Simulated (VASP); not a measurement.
Here is a VASP 6.6.1 calculation.

File INCAR:

```
  ALGO = Normal
  EDIFF = 1E-7
  ENCUT = 520
  GGA = PE
  ISIF = 2
  ISMEAR = -1
  LASPH = True
  LCHARG = False
  LREAL = False
  LWAVE = False
  NBANDS = 15
  NELM = 80
  PREC = Accurate
  SIGMA = 0.02
```

KPOINTS

```
k-points
0
Gamma
  6 6 6
```

File POSCAR:

```
SrO
1.0
    0.0000000000      2.5663000000      2.5663000000
    2.5663000000      0.0000000000      2.5663000000
    2.5663000000      2.5663000000      0.0000000000
Sr O
1 1
Direct
    0.5000000000      0.5000000000      0.5000000000
    0.0000000000      0.0000000000      0.0000000000
```

Potentials or basis: VASP PAW PBE potentials, release 64 (Sr_sv, O).

Command:

```sh
$ cat potpaw_PBE.64/Sr_sv/POTCAR potpaw_PBE.64/O/POTCAR > POTCAR
$ mpirun -np 1 vasp_std > vasp.out
```

Question: What does it give for the pressure?

Answer: 3.9 GPa.

Question: What does it give for the band gap on the k mesh?

Answer: 3.26 eV, indirect (least direct gap 3.35 eV).

A k mesh can miss the band edges. As with any semilocal functional, this PBE gap is likely too small.
